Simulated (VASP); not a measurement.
# GaAs: single point with BLYP

Crystal: GaAs.

```
As Ga
1.0
     0.00000    2.78864    2.78864
     2.78864    0.00000    2.78864
     2.78864    2.78864    0.00000
As Ga
1 1
Direct
  0.75000 0.75000 0.75000
  0.00000 0.00000 0.00000
```

```
Program             : VASP 6.6.1
Task                : single point
Functional          : BLYP
Potentials or basis : VASP PAW PBE potentials, release 64 (As, Ga_d)
Cutoff              : 520 eV
k mesh              : 8 × 8 × 8
Occupations         : gaussian, width 0.01 eV
Spin                : no spin polarisation
```

```yaml
Pressure: 10.9 GPa
Band_gap_on_the_k_mesh: 0.71 eV
```

Levels at points of the mesh, in eV from the valence-band top:
| k point | band 6 | band 7 | band 8 | band 9 | band 10 | band 11 | band 12 | band 13 |
| --- | --- | --- | --- | --- | --- | --- | --- | --- |
| (0.00, 0.00, 0.00) | -13.03 | 0.00 | 0.00 | 0.00 | 0.71 | 3.77 | 3.77 | 3.77 |
| (0.50, 0.00, 0.00) | -11.17 | -6.84 | -1.20 | -1.20 | 1.11 | 4.72 | 4.72 | 8.04 |
| (0.50, 0.50, 0.00) | -10.38 | -7.03 | -2.79 | -2.79 | 1.55 | 1.72 | 10.43 | 10.43 |

Run time: 19 s on 1 thread of Intel(R) Xeon(R) Platinum 8488C (Sapphire Rapids), on a shared host, peak memory 0.17 GiB.

Caveat: the cell stands under pressure; the PAW data sets were made with another functional, which shifts forces and pressure a little. A k mesh can miss the band edges.
